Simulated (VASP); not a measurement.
# GeW (P6_3/mmc) in VASP: further runs, part 2 of 2

VASP 6.6.1. Earlier steps stand in the parts before.

## 3. Single point, PBE

This run uses another cell than the first one, of 16.09 Å³/atom.

The input, INCAR:

```
SYSTEM = GeW
ALGO     = Normal         ! electronic algorithm
EDIFF    = 1E-7           ! SCF threshold, eV
ENCUT    = 520            ! plane-wave cutoff, eV
GGA      = PE             ! functional
ISIF     = 2              ! what is computed and relaxed
ISMEAR   = 0              ! smearing method
LASPH    = .True.         ! aspherical terms in the spheres
LCHARG   = .False.        ! write CHGCAR
LREAL    = .False.        ! projectors in reciprocal space
LWAVE    = .False.        ! write WAVECAR
NBANDS   = 36             ! bands
NELM     = 80             ! most SCF steps
PREC     = Accurate       ! precision mode
SIGMA    = 0.1            ! smearing width, eV
```

The input, KPOINTS:

```
k-points
0
Gamma
  18 18 6
  0 0 0
```

The input, POSCAR:

```
GeW
1.0
    3.1908145940      0.0000000000      0.0000000000
   -1.5954072970      2.7633264971      0.0000000000
    0.0000000000      0.0000000000      7.2972689881
Ge W
2 2
Direct
    0.3333333333      0.6666666667      0.2500000000
    0.6666666667      0.3333333333      0.7500000000
    0.0000000000      0.0000000000      0.0000000000
    0.0000000000      0.0000000000      0.5000000000
```

Potentials or basis: VASP PAW PBE potentials, release 64 (Ge_d, W_sv).

Run with:

```sh
> cat potpaw_PBE.64/Ge_d/POTCAR potpaw_PBE.64/W_sv/POTCAR > POTCAR
> mpirun -np 1 vasp_std > vasp.out
```

OUTCAR:

```text
SYSTEM = GeW
   EDIFF = 1E-7
   ENCUT = 520
   GGA = PE
   ISIF = 2
   ISMEAR = 0
   LASPH = .True.
   LREAL = .False.
   NELM = 80
   PREC = Accurate

 ion  position               nearest neighbor table
   1  0.333  0.667  0.250-   3 2.59   4 2.59   3 2.59   4 2.59   3 2.59   4 2.59
   2  0.667  0.333  0.750-   3 2.59   4 2.59   3 2.59   4 2.59   3 2.59   4 2.59
   3  0.000  0.000  0.000-   1 2.59   2 2.59   1 2.59   2 2.59   2 2.59   1 2.59
   4  0.000  0.000  0.500-   1 2.59   2 2.59   1 2.59   2 2.59   2 2.59   1 2.59

  LATTYP: Found a hexagonal cell.
[... 1131 lines left out ...]
     36      15.8022      0.00000

 [... further k-points ...]
[... 5 lines left out ...]
  --------------------------------------------------------------------------------------
  -------------------------------------------------------------------------------------
  Total        0.1031585      0.1031585      0.1298476      0.0000000      0.0000000      0.0000000
  in kB        2.5687471      2.5687471      3.2333329      0.0000000      0.0000000      0.0000000
  external PRESSURE =       2.7902757 kB  Pullay stress =       0.0000000 kB

 VOLUME and BASIS-vectors are now :
 -----------------------------------------------------------------------------
  energy-cutoff  :      520.00
  volume of cell :       64.34
      direct lattice vectors                 reciprocal lattice vectors
     3.190814594  0.000000000  0.000000000     0.313399595  0.180941340  0.000000000
    -1.595407297  2.763326497  0.000000000     0.000000000  0.361882681  0.000000000
     0.000000000  0.000000000  7.297268988     0.000000000  0.000000000  0.137037569

 POSITION                                       TOTAL-FORCE (eV/Angst)
 -----------------------------------------------------------------------------------
     -0.00000      1.84222      1.82432         0.000000      0.000000      0.000000
      1.59541      0.92111      5.47295        -0.000000      0.000000      0.000000
      0.00000      0.00000      0.00000         0.000000      0.000000      0.000000
      0.00000      0.00000      3.64863         0.000000      0.000000      0.000000
 -----------------------------------------------------------------------------------
    total drift:                                0.000000     -0.000000      0.000000

  FREE ENERGIE OF THE ION-ELECTRON SYSTEM (eV)
  ---------------------------------------------------
  free  energy   TOTEN  =       -33.9570633028 eV

  energy  without entropy=      -33.9478798622  energy(sigma->0) =      -33.95247158
```

OSZICAR:

```text
N       E                     dE             d eps       ncg     rms          rms(c)
DAV:   1     0.569681566316E+03    0.56968E+03   -0.28519E+04 14060   0.371E+03
DAV:   2     0.381425305879E+02   -0.53154E+03   -0.51792E+03 10872   0.785E+02
DAV:   3    -0.324267828601E+02   -0.70569E+02   -0.68751E+02 11732   0.192E+02
DAV:   4    -0.356887724919E+02   -0.32620E+01   -0.32243E+01 13088   0.416E+01
DAV:   5    -0.357475186128E+02   -0.58746E-01   -0.58684E-01 12812   0.650E+00    0.268E+01
DAV:   6    -0.340931367590E+02    0.16544E+01   -0.55561E+00 12508   0.133E+01    0.799E+00
DAV:   7    -0.339802152743E+02    0.11292E+00   -0.32812E-01 13140   0.598E+00    0.300E+00
DAV:   8    -0.339581891363E+02    0.22026E-01   -0.47371E-02 13680   0.175E+00    0.314E-01
DAV:   9    -0.339570876239E+02    0.11015E-02   -0.62803E-03 12760   0.982E-01    0.108E-01
DAV:  10    -0.339570711424E+02    0.16482E-04   -0.38336E-04 13772   0.158E-01    0.489E-02
DAV:  11    -0.339570632984E+02    0.78440E-05   -0.72054E-05 13028   0.916E-02    0.716E-03
DAV:  12    -0.339570636346E+02   -0.33623E-06   -0.35378E-06 11816   0.146E-02    0.578E-03
DAV:  13    -0.339570633009E+02    0.33374E-06   -0.78146E-07 10356   0.119E-02    0.198E-03
DAV:  14    -0.339570633028E+02   -0.19063E-08   -0.65062E-08  6780   0.268E-03
   1 F= -.33957063E+02 E0= -.33952472E+02  d E =-.918344E-02
```

stdout:

```text
POSCAR found type information on POSCAR GeW
 POSCAR found :  2 types and       4 ions
 scaLAPACK will be used
 LDA part: xc-table for (Slater+PW92), standard interpolation
 POSCAR, INCAR and KPOINTS ok, starting setup
 FFT: planning ... GRIDC
 FFT: planning ... GRID_SOFT
 FFT: planning ... GRID
 WAVECAR not read
 entering main loop
```

Run time: 5.3 min. Hardware: 1 thread of Intel Xeon Platinum 8488C (Sapphire Rapids), shared host; peak memory 0.38 GiB.

Results:

```yaml
Free_energy: -33.9571 eV
Pressure: 0.3 GPa
Band_gap_on_the_k_mesh: zero (bands 28 and 29 overlap by 0.79 eV)
```

Levels at points of the mesh, in eV from the Fermi level:
| k point | band 24 | band 25 | band 26 | band 27 | band 28 | band 29 | band 30 | band 31 | band 32 | band 33 |
| --- | --- | --- | --- | --- | --- | --- | --- | --- | --- | --- |
| (0.00, 0.00, 0.00) | -1.70 | -0.77 | -0.77 | -0.64 | 0.10 | 0.10 | 0.14 | 1.11 | 1.11 | 5.11 |
| (0.50, 0.00, 0.00) | -3.01 | -2.57 | -2.19 | -1.90 | 0.39 | 1.15 | 2.03 | 2.74 | 2.82 | 3.84 |
| (0.00, 0.00, 0.50) | -1.27 | -1.27 | -1.27 | -0.44 | -0.44 | 0.49 | 0.49 | 0.49 | 0.49 | 6.93 |
| (0.50, 0.00, 0.50) | -3.57 | -2.10 | -2.10 | -1.36 | -1.36 | 2.45 | 2.45 | 2.78 | 2.78 | 4.90 |

Caveat: spin-orbit coupling is left out, which moves the levels of the heavy elements.

## 4. Single point, PBE

This run uses another cell than the first one, of 16.09 Å³/atom.

The input, INCAR:

```
ALGO = Normal
EDIFF = 1E-6
ENCUT = 520
GGA = PE
ISIF = 2
ISMEAR = 0
LASPH = T
LCHARG = T
LELF = T
LREAL = F
LVHAR = T
LWAVE = F
NBANDS = 36
NELM = 80
PREC = Accurate
SIGMA = 0.1
```

The input, KPOINTS:

```
k-points
0
Gamma
  18 18 6
```

POSCAR is that of step 3.

Run with:

```sh
> cat potpaw_PBE.64/Ge_d/POTCAR potpaw_PBE.64/W_sv/POTCAR > POTCAR
> mpirun -np 1 vasp_std > vasp.out
```

Run time: 5.2 min. Hardware: 1 thread of Intel Xeon Platinum 8488C (Sapphire Rapids), shared host; peak memory 0.38 GiB.

Results (log left out):

| Property | Result |
| --- | --- |
| Free energy | -33.9571 eV |
| Pressure | 0.4 GPa |
| Band gap on the k mesh | zero (bands 28 and 29 overlap by 0.79 eV) |

Levels at points of the mesh, in eV from the Fermi level:
```
           k point  band 25  band 26  band 27  band 28  band 29  band 30  band 31  band 32
(0.00, 0.00, 0.00)    -0.77    -0.77    -0.64     0.10     0.10     0.14     1.11     1.11
(0.50, 0.00, 0.00)    -2.57    -2.19    -1.90     0.39     1.15     2.03     2.74     2.82
(0.00, 0.00, 0.50)    -1.27    -1.27    -0.44    -0.44     0.49     0.49     0.49     0.49
(0.50, 0.00, 0.50)    -2.10    -2.10    -1.36    -1.36     2.45     2.45     2.78     2.78
```

Caveat: spin-orbit coupling is left out, which moves the levels of the heavy elements.
